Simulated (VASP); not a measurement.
# Nb (Pm-3m) in VASP: further runs

Nb is run at these levels: LDA; tasks: single point.

All numbers are computed with VASP 6.6.1; they aren't measurements. Logs are shortened: lines on timing, memory, paths and dates and some standing lists are left out, and cuts for length are marked.

## Step 1: The cell of the first run

Symmetry: Pm-3m, No. 221, cubic system. The conventional cell has a = 2.666 Å, b = 2.666 Å, c = 2.666 Å, α = 90.00°, β = 90.00°, γ = 90.00°. Within 3.5 Å of Nb (site symmetry m-3m) lie 6 Nb at 2.67 Å.

## Step 2: Single point, LDA

INCAR

```
PREC = Accurate
ENCUT = 520
EDIFF = 1E-6
ISMEAR = -1
SIGMA = 0.1
LREAL = F
LASPH = T
NELM = 80
ALGO = Normal
ISIF = 2
LWAVE = F
LCHARG = F
NBANDS = 12
```

KPOINTS

```
regular mesh
0
Gamma
  13 13 13
```

POSCAR

```
Nb
1.0
    2.6656001479      0.0000000000      0.0000000000
    0.0000000000      2.6656001479      0.0000000000
    0.0000000000      0.0000000000      2.6656001479
Nb
1
Direct
    0.0000000000      0.0000000000      0.0000000000
```

Potentials or basis: VASP PAW LDA potentials, release 64 (Nb_sv).

Command:

```sh
$ cat potpaw_LDA.64/Nb_sv/POTCAR > POTCAR
$ mpirun -np 1 vasp_std > vasp.out
```

OUTCAR:

```text
PREC = Accurate
   ENCUT = 520
   EDIFF = 1E-6
   ISMEAR = -1
   LREAL = F
   LASPH = T
   NELM = 80
   ISIF = 2

 ion  position               nearest neighbor table
   1  0.000  0.000  0.000-

  LATTYP: Found a simple cubic cell.
 ALAT       =     2.6656001479

  Lattice vectors:

 A1 = (   2.6656001479,   0.0000000000,   0.0000000000)
 A2 = (   0.0000000000,   2.6656001479,   0.0000000000)
 A3 = (   0.0000000000,   0.0000000000,   2.6656001479)

Analysis of symmetry for initial positions (statically):
=====================================================================
 Subroutine PRICEL returns:
 Original cell was already a primitive cell.

 Routine SETGRP: Setting up the symmetry group for a
 simple cubic supercell.

 Subroutine GETGRP returns: Found 48 space group operations
 (whereof 48 operations were pure point group operations)
 out of a pool of 48 trial point group operations.

The static configuration has the point symmetry O_h .

Analysis of symmetry for dynamics (positions and initial velocities):
=====================================================================
 Subroutine PRICEL returns:
 Original cell was already a primitive cell.

 Routine SETGRP: Setting up the symmetry group for a
 simple cubic supercell.

 Subroutine GETGRP returns: Found 48 space group operations
 (whereof 48 operations were pure point group operations)
 out of a pool of 48 trial point group operations.

The dynamic configuration has the point symmetry O_h .

 Subroutine INISYM returns: Found 48 space group operations
 (whereof 48 operations are pure point group operations),
 and found     1 'primitive' translations

----------------------------------------------------------------------------------------

                                     Primitive cell

  volume of cell :      18.9402

  direct lattice vectors                    reciprocal lattice vectors
     2.665600148  0.000000000  0.000000000     0.375150039  0.000000000  0.000000000
     0.000000000  2.665600148  0.000000000     0.000000000  0.375150039  0.000000000
     0.000000000  0.000000000  2.665600148     0.000000000  0.000000000  0.375150039

  length of vectors
     2.665600148  2.665600148  2.665600148     0.375150039  0.375150039  0.375150039

  position of ions in fractional coordinates (direct lattice)
     0.000000000  0.000000000  0.000000000

  ion indices of the primitive-cell ions
   primitive index   ion index
                 1           1

[... 77 lines left out ...]
   ISIF   =      2    stress and relaxation
   ISYM   =      2    0-nonsym 1-usesym 2-fastsym
   POTIM  = 0.5000    time-step for ionic-motion
   TEBEG  =    0.0;   TEEND  =   0.0 temperature during run
   PSTRESS=    0.0 pullay stress
   NELECT =      13.0000    total number of electrons
   NUPDOWN=      -1.0000    fix difference up-down
   EMIN   =  10.00;   EMAX   =-10.00  energy-range for DOS
   EFERMI =   0.00;   METHOD = LEGACY
   ISMEAR =    -1;   SIGMA  =   0.10  broadening in eV -4-tet -1-fermi 0-gaus
   EFERMI_NEDOS =   21; number of points for ismear=-14 and -15
   IALGO  =     38    algorithm
   IMIX   =      4    mixing-type and parameters
     AMIX     =   0.40;   BMIX     =  1.00
     AMIX_MAG =   1.60;   BMIX_MAG =  1.00
  volume/ion in A,a.u.               =      18.94       127.81
  Fermi-wavevector in a.u.,A,eV,Ry     =   1.444090  2.728935 28.373536  2.085396
  Thomas-Fermi vector in A             =   2.562424
   LORBIT       =      0    0 simple, 1 ext, 2 COOP (PROOUT), +10 PAW based schemes
   GGA     = CA    functional components
   LHFCALC =     F    Hartree Fock is set to
   AEXX    =    0.0000 exact exchange contribution
   IVDW    =     0    specifies the selected vdW correction
   LEPSILON=     F    determine dielectric tensor
   LRPA    =     F    only Hartree local field effects (RPA)
 non-spin polarized calculation
  energy-cutoff  :      520.00
  volume of cell :       18.94
 maximum number of plane-waves:       521
 NGX is ok and might be reduce to    20
   NGX =  9   NGY =  9   NGZ =  9

 number of electron      13.0000000 magnetization

 Free energy of the ion-electron system (eV)
  ---------------------------------------------------
  ext. energy  EPLUGINS =         0.00000000
  ---------------------------------------------------
  free energy    TOTEN  =       -10.27117868 eV

  energy without entropy =      -10.24085333  energy(sigma->0) =      -10.25601601

 E-fermi :  10.4233     XC(G=0): -12.3375

 val. band max:       10.3924821338   @ k =   0.3846   0.3077   0.2308
 cond. band min:      10.4682277740   @ k =   0.3846   0.0769   0.0000
 fundamental gap:      0.0757456402
 Fermi energy:        10.4232804857

 k-point     1 :       0.0000    0.0000    0.0000
  band No.  band energies     occupation
      1     -43.9629      2.00000
      2     -19.2613      2.00000
      3     -19.2613      2.00000
      4     -19.2613      2.00000
      5       4.6915      2.00000
      6       7.3794      2.00000
      7       7.3794      2.00000
      8      15.8391      0.00000
      9      15.8391      0.00000
     10      15.8391      0.00000
     11      25.4871      0.00000
     12      25.4871      0.00000
[... 331 lines left out ...]
 k-point    24 :       0.3846    0.3077    0.0000
  band No.  band energies     occupation
      1     -43.6029      2.00000
      2     -20.6189      2.00000
      3     -20.2597      2.00000
      4     -19.0143      2.00000
      5       7.2450      2.00000
      6       8.7176      2.00000
      7      12.5815      0.00000
      8      13.0873      0.00000
      9      13.8049      0.00000
     10      14.2995      0.00000
     11      20.5869      0.00000
     12      24.9189      0.00000

 [... further k-points ...]

------------------------ aborting loop because EDIFF is reached ----------------------------------------

  FORCE on cell =-STRESS in cart. coord.  units (eV):
  Direction    XX          YY          ZZ          XY          YZ          ZX
  --------------------------------------------------------------------------------------
  -------------------------------------------------------------------------------------
  Total       -0.1436024     -0.1436024     -0.1436024      0.0000000     -0.0000000      0.0000000
  in kB      -12.1475123    -12.1475123    -12.1475123      0.0000000     -0.0000000      0.0000000
  external PRESSURE =     -12.1475123 kB  Pullay stress =       0.0000000 kB

 VOLUME and BASIS-vectors are now :
 -----------------------------------------------------------------------------
  energy-cutoff  :      520.00
  volume of cell :       18.94
      direct lattice vectors                 reciprocal lattice vectors
     2.665600148  0.000000000  0.000000000     0.375150039  0.000000000  0.000000000
     0.000000000  2.665600148  0.000000000     0.000000000  0.375150039  0.000000000
     0.000000000  0.000000000  2.665600148     0.000000000  0.000000000  0.375150039

 POSITION                                       TOTAL-FORCE (eV/Angst)
 -----------------------------------------------------------------------------------
      0.00000      0.00000      0.00000         0.000000      0.000000      0.000000
 -----------------------------------------------------------------------------------
    total drift:                                0.000000     -0.000000     -0.000000

  FREE ENERGIE OF THE ION-ELECTRON SYSTEM (eV)
  ---------------------------------------------------
  free  energy   TOTEN  =       -10.2711786792 eV

  energy  without entropy=      -10.2408533341  energy(sigma->0) =      -10.25601601
```

stdout:

```text
POSCAR found type information on POSCAR Nb
 POSCAR found :  1 types and       1 ions
 scaLAPACK will be used
 LDA part: xc-table for (Slater(with rela. corr.)+CA(PZ))
 , standard interpolation
 POSCAR, INCAR and KPOINTS ok, starting setup
 FFT: planning ... GRIDC
 FFT: planning ... GRID_SOFT
 FFT: planning ... GRID
 WAVECAR not read
 entering main loop
```

It took 11 s on 1 thread of Intel Xeon Platinum 8259CL at 2.50GHz (Skylake/Cascade Lake), shared host; peak memory 0.12 GiB.

Results:

| Property | Result |
| --- | --- |
| Free energy | -10.2712 eV |
| Pressure | -1.2 GPa |

## Step 3: Single point, LDA (volume scaled by 1.04)

INCAR

```
  ALGO = Normal
  EDIFF = 1E-7
  ENCUT = 520
  GGA = CA
  ISIF = 2
  ISMEAR = -1
  LASPH = True
  LCHARG = False
  LREAL = False
  LWAVE = False
  NBANDS = 12
  NELM = 100
  PREC = Accurate
  SIGMA = 0.1
```

KPOINTS

```
k-points
0
Gamma
  13 13 13
```

POSCAR

```
Nb
1.0
    2.7006778567      0.0000000000      0.0000000000
    0.0000000000      2.7006778567      0.0000000000
    0.0000000000      0.0000000000      2.7006778567
Nb
1
Direct
    0.0000000000      0.0000000000      0.0000000000
```

Potentials or basis: VASP PAW LDA potentials, release 64 (Nb_sv).

Command:

```sh
$ cat potpaw_LDA.64/Nb_sv/POTCAR > POTCAR
$ mpirun -np 1 vasp_std > vasp.out
```

OUTCAR:

```text
EDIFF = 1E-7
   ENCUT = 520
   GGA = CA
   ISIF = 2
   ISMEAR = -1
   LASPH = True
   LREAL = False
   NELM = 100
   PREC = Accurate

 ion  position               nearest neighbor table
   1  0.000  0.000  0.000-

  LATTYP: Found a simple cubic cell.
 ALAT       =     2.7006778567

  Lattice vectors:

 A1 = (   2.7006778567,   0.0000000000,   0.0000000000)
 A2 = (   0.0000000000,   2.7006778567,   0.0000000000)
 A3 = (   0.0000000000,   0.0000000000,   2.7006778567)

Analysis of symmetry for initial positions (statically):
=====================================================================
 Subroutine PRICEL returns:
 Original cell was already a primitive cell.

 Routine SETGRP: Setting up the symmetry group for a
 simple cubic supercell.

 Subroutine GETGRP returns: Found 48 space group operations
 (whereof 48 operations were pure point group operations)
 out of a pool of 48 trial point group operations.

The static configuration has the point symmetry O_h .

Analysis of symmetry for dynamics (positions and initial velocities):
=====================================================================
[... 166 lines left out ...]
      3     -19.8931      2.00000
      4     -19.8931      2.00000
      5       4.2446      2.00000
      6       7.0098      2.00000
      7       7.0098      2.00000
      8      15.0598      0.00000
      9      15.0598      0.00000
     10      15.0598      0.00000
     11      24.6107      0.00000
     12      24.6107      0.00000
[... 331 lines left out ...]
 k-point    24 :       0.3846    0.3077    0.0000
  band No.  band energies     occupation
      1     -44.1887      2.00000
      2     -21.1103      2.00000
      3     -20.7880      2.00000
      4     -19.6738      2.00000
      5       6.8819      2.00000
      6       8.2394      2.00000
      7      11.9087      0.00000
      8      12.4658      0.00000
      9      13.1437      0.00000
     10      13.5650      0.00000
     11      19.7254      0.00000
     12      23.9725      0.00000

 [... further k-points ...]

------------------------ aborting loop because EDIFF is reached ----------------------------------------

  FORCE on cell =-STRESS in cart. coord.  units (eV):
  Direction    XX          YY          ZZ          XY          YZ          ZX
  --------------------------------------------------------------------------------------
  -------------------------------------------------------------------------------------
  Total       -0.7322144     -0.7322144     -0.7322144     -0.0000000     -0.0000000     -0.0000000
  in kB      -59.5566831    -59.5566831    -59.5566831     -0.0000000     -0.0000000     -0.0000000
  external PRESSURE =     -59.5566831 kB  Pullay stress =       0.0000000 kB

 VOLUME and BASIS-vectors are now :
 -----------------------------------------------------------------------------
  energy-cutoff  :      520.00
  volume of cell :       19.70
      direct lattice vectors                 reciprocal lattice vectors
     2.700677857  0.000000000  0.000000000     0.370277409  0.000000000  0.000000000
     0.000000000  2.700677857  0.000000000     0.000000000  0.370277409  0.000000000
     0.000000000  0.000000000  2.700677857     0.000000000  0.000000000  0.370277409

 POSITION                                       TOTAL-FORCE (eV/Angst)
 -----------------------------------------------------------------------------------
      0.00000      0.00000      0.00000         0.000000      0.000000      0.000000
 -----------------------------------------------------------------------------------
    total drift:                               -0.000000      0.000000      0.000000

  FREE ENERGIE OF THE ION-ELECTRON SYSTEM (eV)
  ---------------------------------------------------
  free  energy   TOTEN  =       -10.2561350680 eV

  energy  without entropy=      -10.2242361477  energy(sigma->0) =      -10.24018561
```

Run time: 14 s. Hardware: 1 thread of Intel Xeon Platinum 8259CL at 2.50GHz (Skylake/Cascade Lake), shared host; peak memory 0.12 GiB.

What came out:

```yaml
Free_energy: -10.2561 eV
Pressure: -6.0 GPa
```

## Step 4: Single point, LDA (volume scaled by 1.08)

INCAR

```
ALGO = Normal
EDIFF = 1E-7
ENCUT = 520
GGA = CA
ISIF = 2
ISMEAR = -1
LASPH = T
LCHARG = T
LELF = T
LREAL = F
LVHAR = T
LWAVE = F
NBANDS = 12
NELM = 100
PREC = Accurate
SIGMA = 0.1
```

KPOINTS is that of step 3.

POSCAR

```
Nb
1.0
    2.7348672818      0.0000000000      0.0000000000
    0.0000000000      2.7348672818      0.0000000000
    0.0000000000      0.0000000000      2.7348672818
Nb
1
Direct
    0.0000000000      0.0000000000      0.0000000000
```

Command:

```sh
$ cat potpaw_LDA.64/Nb_sv/POTCAR > POTCAR
$ mpirun -np 1 vasp_std > vasp.out
```

Wall time 14 s (1 thread of Intel Xeon Platinum 8259CL at 2.50GHz (Skylake/Cascade Lake), shared host); peak memory 0.13 GiB.

The run converged. Its results:

| Property | Result |
| --- | --- |
| Free energy | -10.2177 eV |
| Pressure | -10.4 GPa |

Levels at points of the mesh, in eV from the Fermi level:
```
           k point  band 3  band 4  band 5  band 6  band 7  band 8  band 9  band 10  band 11  band 12
(0.00, 0.00, 0.00)  -29.88  -29.88   -5.56   -2.73   -2.73    4.94    4.94     4.94    14.40    14.40
```

## Step 5: Overview

```tsv
cell	gap on the mesh (eV)	pressure (GPa)
a = 2.666 Å, 1 atom	none	-1.2
a = 2.701 Å, 1 atom	none	-6.0
a = 2.735 Å, 1 atom	none	-10.4
```

Alike in all rows: task single point; level LDA; potentials or basis VASP PAW LDA potentials, release 64 (Nb_sv); no spin polarisation; k mesh 13 × 13 × 13; cutoff (eV) 520; smearing fermi-dirac 0.1 eV.

Total energies depend on the potentials used, so only differences within one code and one set of settings carry meaning.
